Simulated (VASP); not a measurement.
Here is a VASP 6.6.1 calculation.

INCAR

```
SYSTEM = P
PREC     = Accurate       ! precision mode
ENCUT    = 520            ! plane-wave cutoff, eV
EDIFF    = 1E-6           ! SCF threshold, eV
ISMEAR   = 0              ! smearing method
SIGMA    = 0.15           ! smearing width, eV
LREAL    = .False.        ! projectors in reciprocal space
LASPH    = .True.         ! aspherical terms in the spheres
NELM     = 100            ! most SCF steps
ALGO     = Normal         ! electronic algorithm
ISIF     = 2              ! what is computed and relaxed
LWAVE    = .False.        ! write WAVECAR
LCHARG   = .True.         ! write CHGCAR
LELF     = .True.         ! ELF
LVHAR    = .True.       
NBANDS   = 12             ! bands
```

File KPOINTS:

```
regular mesh
0
Gamma
  18 18 18
  0 0 0
```

POSCAR

```
P
1.0
    1.6239695684      0.9375992675      3.5341699803
   -1.6239695684      0.9375992675      3.5341699803
    0.0000000000     -1.8751985350      3.5341699803
P
2
Direct
    0.2270802500      0.2270802500      0.2270802500
    0.7729197500      0.7729197500      0.7729197500
```

Potentials or basis: VASP PAW LDA potentials, release 64 (P).

Launch:

```bash
$ cat potpaw_LDA.64/P/POTCAR > POTCAR
$ mpirun -np 1 vasp_std > vasp.out
```

Question: What does it give for the pressure?

Answer: -0.1 GPa.

Question: Estimate the largest force.

Answer: 0.636 eV/Å.

Question: What does it give for the band gap on the k mesh?

Answer: Zero (band 5 reaches 10.24 eV, above the bottom of band 6 at 7.62 eV).

Stress tensor (GPa, compression positive):
```
 3.22  0.00  0.00
 0.00  3.22  0.00
 0.00  0.00 -6.74
```
